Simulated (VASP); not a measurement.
# In (Im-3m) in VASP: notebook

In is run at these levels: BLYP; tasks: single point.

All numbers are computed with VASP 6.6.1; they aren't measurements. Logs are shortened: lines on timing, memory, paths and dates and some standing lists are left out, and cuts for length are marked.

## Step 1: The cell of the first run

Symmetry: Im-3m, No. 229, cubic system. Conventional cell: a = 3.926 Å, b = 3.926 Å, c = 3.926 Å, α = 90.00°, β = 90.00°, γ = 90.00°. Within 4.5 Å of In (site symmetry m-3m) lie 14 In at 3.40 to 3.93 Å.

## Step 2: Single point, BLYP (volume scaled by 0.96)

INCAR reads:

```
SYSTEM = In
PREC = Accurate ; ENCUT = 520
EDIFF = 1E-6 ; ISMEAR = -1
SIGMA = 0.1 ; LREAL = .False.
LASPH = .True. ; NELM = 100
ALGO = Normal ; ISIF = 2
LWAVE = .False. ; LCHARG = .False.
GGA = B5 ; ALDAX = 1.0
AGGAX = 1.0 ; AGGAC = 1.0
ALDAC = 0.0 ; NBANDS = 12
```

KPOINTS reads:

```
regular mesh
0
Gamma
  18 18 18
  0 0 0
```

POSCAR reads:

```
In
1.0
   -1.9632365554      1.9632365554      1.9632365554
    1.9632365554     -1.9632365554      1.9632365554
    1.9632365554      1.9632365554     -1.9632365554
In
1
Direct
    0.0000000000      0.0000000000      0.0000000000
```

Potentials or basis: VASP PAW PBE potentials, release 64 (In_d).

On the command line:

```
$ cat potpaw_PBE.64/In_d/POTCAR > POTCAR
$ mpirun -np 1 vasp_std > vasp.out
```

OUTCAR:

```text
SYSTEM = In
   PREC = Accurate
   ENCUT = 520
   EDIFF = 1E-6
   ISMEAR = -1
   LREAL = .False.
   LASPH = .True.
   NELM = 100
   ISIF = 2
   GGA = B5

 ion  position               nearest neighbor table
   1  0.000  0.000  0.000-

  LATTYP: Found a body centered cubic cell.
 ALAT       =     3.9264731108

  Lattice vectors:

 A1 = (  -1.9632365554,   1.9632365554,   1.9632365554)
 A2 = (   1.9632365554,  -1.9632365554,   1.9632365554)
 A3 = (   1.9632365554,   1.9632365554,  -1.9632365554)

Analysis of symmetry for initial positions (statically):
=====================================================================
 Subroutine PRICEL returns:
 Original cell was already a primitive cell.

 Routine SETGRP: Setting up the symmetry group for a
 body centered cubic supercell.

 Subroutine GETGRP returns: Found 48 space group operations
 (whereof 48 operations were pure point group operations)
 out of a pool of 48 trial point group operations.

The static configuration has the point symmetry O_h .

Analysis of symmetry for dynamics (positions and initial velocities):
=====================================================================
 Subroutine PRICEL returns:
 Original cell was already a primitive cell.

 Routine SETGRP: Setting up the symmetry group for a
 body centered cubic supercell.

 Subroutine GETGRP returns: Found 48 space group operations
 (whereof 48 operations were pure point group operations)
 out of a pool of 48 trial point group operations.

The dynamic configuration has the point symmetry O_h .

 Subroutine INISYM returns: Found 48 space group operations
 (whereof 48 operations are pure point group operations),
 and found     1 'primitive' translations

----------------------------------------------------------------------------------------

                                     Primitive cell

  volume of cell :      30.2676

  direct lattice vectors                    reciprocal lattice vectors
    -1.963236555  1.963236555  1.963236555     0.000000000  0.254681484  0.254681484
     1.963236555 -1.963236555  1.963236555     0.254681484  0.000000000  0.254681484
     1.963236555  1.963236555 -1.963236555     0.254681484  0.254681484  0.000000000

  length of vectors
     3.400425461  3.400425461  3.400425461     0.360174009  0.360174009  0.360174009

  position of ions in fractional coordinates (direct lattice)
     0.000000000  0.000000000  0.000000000

  ion indices of the primitive-cell ions
   primitive index   ion index
                 1           1

----------------------------------------------------------------------------------------

 KPOINTS: regular mesh

Automatic generation of k-mesh.
 Grid dimensions read from file:
 generate k-points for:   18   18   18

 Generating k-lattice:

  Cartesian coordinates                     Fractional coordinates (reciprocal lattice)
     0.000000000  0.014148971  0.014148971     0.055555556  0.000000000  0.000000000
     0.014148971  0.000000000  0.014148971     0.000000000  0.055555556  0.000000000
     0.014148971  0.014148971  0.000000000     0.000000000  0.000000000  0.055555556

  Length of vectors
     0.020009667  0.020009667  0.020009667

  Shift w.r.t. Gamma in fractional coordinates (k-lattice)
     0.000000000  0.000000000  0.000000000

 Subroutine IBZKPT returns following result:
 ===========================================

 Found    195 irreducible k-points:

 Following reciprocal coordinates:
            Coordinates               Weight
  0.000000  0.000000  0.000000      1.000000
  0.055556  0.000000  0.000000     12.000000
  0.111111  0.000000  0.000000     12.000000
  0.166667  0.000000  0.000000     12.000000
  0.222222  0.000000  0.000000     12.000000
  0.277778  0.000000  0.000000     12.000000
[... 16 lines left out ...]
  0.333333  0.111111  0.000000     48.000000
  0.388889  0.111111  0.000000     48.000000
 [... further k-points ...]
   k-points           NKPTS =    195   k-points in BZ     NKDIM =    195   number of bands    NBANDS=     12
   number of dos      NEDOS =    301   number of ions     NIONS =      1
   total plane-waves  NPLWV =  21952
   dimension x,y,z NGX =    28 NGY =   28 NGZ =   28
   dimension x,y,z NGXF=    56 NGYF=   56 NGZF=   56
   ions per type =               1
   NGX,Y,Z   is equivalent  to a cutoff of  13.69, 13.69, 13.69 a.u.
   NGXF,Y,Z  is equivalent  to a cutoff of  27.38, 27.38, 27.38 a.u.
 SYSTEM =  In
   PREC   = accura    normal or accurate (medium, high low for compatibility)
   ISTART =      0    job   : 0-new  1-cont  2-samecut
   ICHARG =      2    charge: 1-file 2-atom 10-const
   ISPIN  =      1    spin polarized calculation?
   LNONCOLLINEAR =      F non collinear calculations
   LSORBIT =      F    spin-orbit coupling
   LASPH  =      T    aspherical Exc in radial PAW
   ENCUT  =  520.0 eV  38.22 Ry    6.18 a.u.   6.32  6.32  6.32*2*pi/ulx,y,z
   NELM   =    100;   NELMIN=  2; NELMDL= -5     # of ELM steps
   EDIFF  = 0.1E-05   stopping-criterion for ELM
   LREAL  =      F    real-space projection
   EDIFFG = 0.1E-04   stopping-criterion for IOM
   NSW    =      0    number of steps for IOM
   IBRION =     -1    ionic relax: 0-MD 1-quasi-New 2-CG
   NFREE  =      0    steps in history (QN), initial steepest desc. (CG)
   ISIF   =      2    stress and relaxation
   ISYM   =      2    0-nonsym 1-usesym 2-fastsym
   POTIM  = 0.5000    time-step for ionic-motion
   TEBEG  =    0.0;   TEEND  =   0.0 temperature during run
   PSTRESS=    0.0 pullay stress
   NELECT =      13.0000    total number of electrons
   NUPDOWN=      -1.0000    fix difference up-down
   EMIN   =  10.00;   EMAX   =-10.00  energy-range for DOS
   EFERMI =   0.00;   METHOD = LEGACY
   ISMEAR =    -1;   SIGMA  =   0.10  broadening in eV -4-tet -1-fermi 0-gaus
   EFERMI_NEDOS =   21; number of points for ismear=-14 and -15
   IALGO  =     38    algorithm
   IMIX   =      4    mixing-type and parameters
     AMIX     =   0.40;   BMIX     =  1.00
     AMIX_MAG =   1.60;   BMIX_MAG =  1.00
  volume/ion in A,a.u.               =      30.27       204.26
  Fermi-wavevector in a.u.,A,eV,Ry     =   1.235179  2.334150 20.757970  1.525668
  Thomas-Fermi vector in A             =   2.369839
   LORBIT       =      0    0 simple, 1 ext, 2 COOP (PROOUT), +10 PAW based schemes
   GGA     = B5    functional components
   LHFCALC =     F    Hartree Fock is set to
   AEXX    =    0.0000 exact exchange contribution
   IVDW    =     0    specifies the selected vdW correction
   LEPSILON=     F    determine dielectric tensor
   LRPA    =     F    only Hartree local field effects (RPA)
 non-spin polarized calculation
  energy-cutoff  :      520.00
  volume of cell :       30.27
 maximum number of plane-waves:       856
 NGX is ok and might be reduce to    28
   NGX = 13   NGY = 13   NGZ = 13

 number of electron      12.9999992 magnetization

 Free energy of the ion-electron system (eV)
  ---------------------------------------------------
  ext. energy  EPLUGINS =         0.00000000
  ---------------------------------------------------
  free energy    TOTEN  =        -1.86680328 eV

  energy without entropy =       -1.85017144  energy(sigma->0) =       -1.85848736

 E-fermi :   6.4427     XC(G=0):  -9.0022

 val. band max:        6.4179736609   @ k =   0.3333   0.2778   0.0556
 cond. band min:       6.4444540375   @ k =  -0.3889   0.4444   0.2222
 fundamental gap:      0.0264803766
 Fermi energy:         6.4427394206

 k-point     1 :       0.0000    0.0000    0.0000
  band No.  band energies     occupation
      1      -8.1642      2.00000
      2      -8.1642      2.00000
      3      -8.1642      2.00000
      4      -7.9713      2.00000
      5      -7.9713      2.00000
      6      -2.1693      2.00000
      7      15.7396      0.00000
      8      15.7396      0.00000
      9      15.7396      0.00000
     10      19.3045      0.00000
     11      19.3045      0.00000
     12      19.3045      0.00000

 k-point     2 :       0.0556    0.0000    0.0000
  band No.  band energies     occupation
      1      -8.1664      2.00000
      2      -8.1617      2.00000
      3      -8.1552      2.00000
      4      -7.9737      2.00000
      5      -7.9715      2.00000
      6      -2.1061      2.00000
      7      15.1688      0.00000
      8      15.4743      0.00000
      9      15.6467      0.00000
     10      18.5839      0.00000
     11      18.8458      0.00000
     12      19.1615      0.00000

 k-point     3 :       0.1111    0.0000    0.0000
  band No.  band energies     occupation
      1      -8.1726      2.00000
      2      -8.1551      2.00000
      3      -8.1292      2.00000
      4      -7.9802      2.00000
      5      -7.9720      2.00000
      6      -1.9160      2.00000
      7      13.8060      0.00000
      8      14.8530      0.00000
      9      15.3759      0.00000
     10      17.8342      0.00000
     11      18.1995      0.00000
     12      19.0197      0.00000
[... 286 lines left out ...]
 k-point    23 :       0.3333    0.1111    0.0000
  band No.  band energies     occupation
      1      -8.2141      2.00000
      2      -8.1467      2.00000
      3      -7.9935      2.00000
      4      -7.9807      2.00000
      5      -7.9011      2.00000
      6       1.1241      2.00000
      7       6.0371      1.96595
      8      10.5329      0.00000
      9      12.7443      0.00000
     10      16.5321      0.00000
     11      18.1958      0.00000
     12      20.2006      0.00000

 k-point    24 :       0.3889    0.1111    0.0000
  band No.  band energies     occupation
      1      -8.2195      2.00000
      2      -8.1517      2.00000
      3      -7.9874      2.00000
      4      -7.9819      2.00000
      5      -7.8784      2.00000
      6       1.9890      2.00000
      7       4.8181      2.00000
      8      10.3069      0.00000
      9      12.5697      0.00000
     10      16.4066      0.00000
     11      18.1052      0.00000
     12      20.9136      0.00000

 [... further k-points ...]
[... 5 lines left out ...]
  --------------------------------------------------------------------------------------
  -------------------------------------------------------------------------------------
  Total        0.1660346      0.1660346      0.1660346      0.0000000     -0.0000000      0.0000000
  in kB        8.7888339      8.7888339      8.7888339      0.0000000     -0.0000000      0.0000000
  external PRESSURE =       8.7888339 kB  Pullay stress =       0.0000000 kB

 VOLUME and BASIS-vectors are now :
 -----------------------------------------------------------------------------
  energy-cutoff  :      520.00
  volume of cell :       30.27
      direct lattice vectors                 reciprocal lattice vectors
    -1.963236555  1.963236555  1.963236555     0.000000000  0.254681484  0.254681484
     1.963236555 -1.963236555  1.963236555     0.254681484  0.000000000  0.254681484
     1.963236555  1.963236555 -1.963236555     0.254681484  0.254681484  0.000000000

 POSITION                                       TOTAL-FORCE (eV/Angst)
 -----------------------------------------------------------------------------------
      0.00000      0.00000      0.00000        -0.000000     -0.000000      0.000000
 -----------------------------------------------------------------------------------
    total drift:                               -0.000000     -0.000000     -0.000000

  FREE ENERGIE OF THE ION-ELECTRON SYSTEM (eV)
  ---------------------------------------------------
  free  energy   TOTEN  =        -1.8668032775 eV

  energy  without entropy=       -1.8501714353  energy(sigma->0) =       -1.85848736
```

Run time: 74 s. Hardware: 1 thread of Intel Xeon Platinum 8375C at 2.90GHz (Ice Lake), shared host; peak memory 0.2 GiB.

Results:

```yaml
Free_energy: -1.8668 eV
Pressure: 0.9 GPa
```

Levels at points of the mesh, in eV from the Fermi level:
```tsv
k point	band 3	band 4	band 5	band 6	band 7	band 8	band 9	band 10
(0.00, 0.00, 0.00)	-14.61	-14.41	-14.41	-8.61	9.30	9.30	9.30	12.86
(0.50, 0.00, 0.00)	-14.43	-14.42	-14.30	-4.05	-2.51	5.10	6.77	9.35
(0.50, 0.50, 0.50)	-14.33	-14.33	-14.33	-0.24	1.22	1.22	1.22	5.42
```

Caveat: the PAW data sets were made with another functional, which shifts forces and pressure a little; spin-orbit coupling is left out, which moves the levels of the heavy elements.

(Continued in part 2 of 2.)
